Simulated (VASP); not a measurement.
Input of a VASP 6.6.1 run:

POSCAR

```
Ti
1.0
    0.0000000000      2.0434441004      2.0434441004
    2.0434441004      0.0000000000      2.0434441004
    2.0434441004      2.0434441004      0.0000000000
Ti
1
Direct
    0.0000000000      0.0000000000      0.0000000000
```

Contents of INCAR.step1:

```
SYSTEM = Ti
  PREC = Accurate
  ENCUT = 520
  EDIFF = 1E-5
  ISMEAR = -1
  SIGMA = 0.05
  LREAL = .False.
  LASPH = .True.
  NELM = 60
  ALGO = Normal
  ISIF = 2
  LWAVE = .True.
  LCHARG = .False.
  NBANDS = 12
  GGA = PE
```

Contents of INCAR.step2:

```
SYSTEM = Ti
  PREC = Accurate
  ENCUT = 520
  EDIFF = 1E-7
  ISMEAR = -1
  SIGMA = 0.05
  LREAL = .False.
  LASPH = .True.
  NELM = 60
  ALGO = Normal
  ISIF = 2
  LWAVE = .False.
  LCHARG = .False.
  GGA = PE
  LHFCALC = .True.
  HFSCREEN = 0.2079
  PRECFOCK = Normal
  NBANDS = 12
  ISTART = 1
```

The input KPOINTS:

```
regular mesh
0
Gamma
  6 6 6
  0 0 0
```

Potentials or basis: VASP PAW PBE potentials, release 64 (Ti_sv).

Launch:

```bash
$ cat potpaw_PBE.64/Ti_sv/POTCAR > POTCAR
$ cp INCAR.step1 INCAR
$ mpirun -np 1 vasp_std > vasp.out
$ cp INCAR.step2 INCAR
$ mpirun -np 1 vasp_std > vasp.out
```

(1) What does it give for the band gap on the k mesh?

(2) What does it give for the pressure?

Results:

(1) zero (bands 6 and 7 overlap by 1.48 eV).

(2) 1.1 GPa.

Caveat: the k points lie up to 0.44 Å⁻¹ apart, too coarse for converged energies and pressures of a metal; the PAW data sets were made with another functional, which shifts forces and pressure a little.
